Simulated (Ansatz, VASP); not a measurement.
# CaMg4 in VASP and in Ansatz

File INCAR:

```
SYSTEM = CaMg4
PREC     = Accurate       ! precision mode
ENCUT    = 600            ! plane-wave cutoff, eV
EDIFF    = 1E-7           ! SCF threshold, eV
ISMEAR   = 0              ! smearing method
SIGMA    = 0.1            ! smearing width, eV
LREAL    = .False.        ! projectors in reciprocal space
LASPH    = .True.         ! aspherical terms in the spheres
NELM     = 120            ! most SCF steps
ALGO     = Normal         ! electronic algorithm
ISIF     = 3              ! what is computed and relaxed
LWAVE    = .False.        ! write WAVECAR
LCHARG   = .False.        ! write CHGCAR
GGA      = PE             ! functional
IBRION   = 2              ! ionic algorithm
NSW      = 90             ! ionic steps
EDIFFG   = -0.04          ! ionic threshold
GGA_COMPAT= .False.      
NELMIN   = 4
```

Contents of KPOINTS:

```
regular mesh
0
Gamma
  4 4 4
  0 0 0
```

File POSCAR:

```
CaMg4
1.0
    4.8096692100      0.0000000000      0.0000000000
    0.0000000000      4.8096692100      0.0000000000
    0.0000000000      0.0000000000      4.8096692100
Ca Mg
1 4
Direct
    0.0000000000      0.0000000000      0.0000000000
    0.0000000000      0.5000000000      0.5000000000
    0.5000000000      0.0000000000      0.5000000000
    0.5000000000      0.5000000000      0.0000000000
    0.5000000000      0.5000000000      0.5000000000
```

Input for Ansatz:

```yaml
crystal:
  lattice:
    - [4.80966921, 0.0, 0.0]
    - [0.0, 4.80966921, 0.0]
    - [0.0, 0.0, 4.80966921]
  atoms:
    - { symbol: Ca, position: [0.0, 0.0, 0.0] }
    - { symbol: Mg, position: [0.0, 0.5, 0.5] }
    - { symbol: Mg, position: [0.5, 0.0, 0.5] }
    - { symbol: Mg, position: [0.5, 0.5, 0.0] }
    - { symbol: Mg, position: [0.5, 0.5, 0.5] }
basis:
  ecutwfc: 420
kpoints:
  mp_grid: { grid: [4, 4, 4] }
hamiltonian:
  xc: pbe
scf:
  occupations: { method: gaussian, width: 0.1 }
  lower_state_search: "off"
output:
  forces: true
  stress: true
  eigenvalues: true
relax:
  adjacent_minimum: "off"
  f_tol: 0.04
  max_steps: 70
  cell: { stress_tol: 0.4 }
```

Alike in both runs: task relaxation of cell and atoms; functional PBE; k mesh 4 × 4 × 4; occupations gaussian, width 0.1 eV; no spin polarisation.

|  | VASP | Ansatz |
| --- | --- | --- |
| version | VASP 6.6.1 | Ansatz 0.2.0 |
| potentials or method | VASP PAW PBE potentials, release 64 (Ca_sv, Mg), cutoff 600 eV | scalar-relativistic, plane waves, PAW |
| valence electrons in the cell | 18 | 50 |

VASP gave:

| Quantity | Value |
| --- | --- |
| gap on the k mesh at the Fermi level, each at its own relaxed structure (eV) | none |
| relaxed volume (Å³/atom) | 30.54 |
| relaxed length of the cell vector where the two differ most in proportion (Å) | 5.345 |

Task: Estimate Ansatz's values.

Result: gap on the k mesh at the Fermi level, each at its own relaxed structure (eV): none; relaxed volume (Å³/atom): 30.10; relaxed length of the cell vector where the two differ most in proportion (Å): 5.319.

A gap of «none» marks a metal or a gap that the smearing closes. VASP's potentials hold 18 valence electrons a cell and Ansatz's 50, so a difference there can come from the potentials and not from the codes.

Noted on VASP's run: the volume moved by over 15 % at a fixed basis, so the end points are rough.
